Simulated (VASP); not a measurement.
Runs of VASP 6.6.1 on LiCl. The structure is that of space group F-43m (No. 216), or close to it. The cells are those of the table. 

| level | cell | gap on the mesh (eV) |
| --- | --- | --- |
| PBE | a = 3.977 Å, angles 60.0°, 2 atoms | 5.77 |
| r2SCAN | a = 3.900 Å, angles 60.0°, 2 atoms | (b) |
| PBE | a = 3.900 Å, angles 60.0°, 2 atoms | 5.96 |
| PBE | a = 4.026 Å, angles 60.0°, 2 atoms | 5.65 |
| PBE | a = 3.737 Å, angles 60.0°, 2 atoms | (a) |

Alike in all rows: task single point; potentials or basis VASP PAW PBE potentials, release 64 (Li_sv, Cl); no spin polarisation; k mesh 8 × 8 × 8; cutoff (eV) 520; smearing gaussian 0.02 eV.

Question: Estimate the missing entries.

Answer: (a) 6.43; (b) 6.67.

A k mesh can miss the band edges.
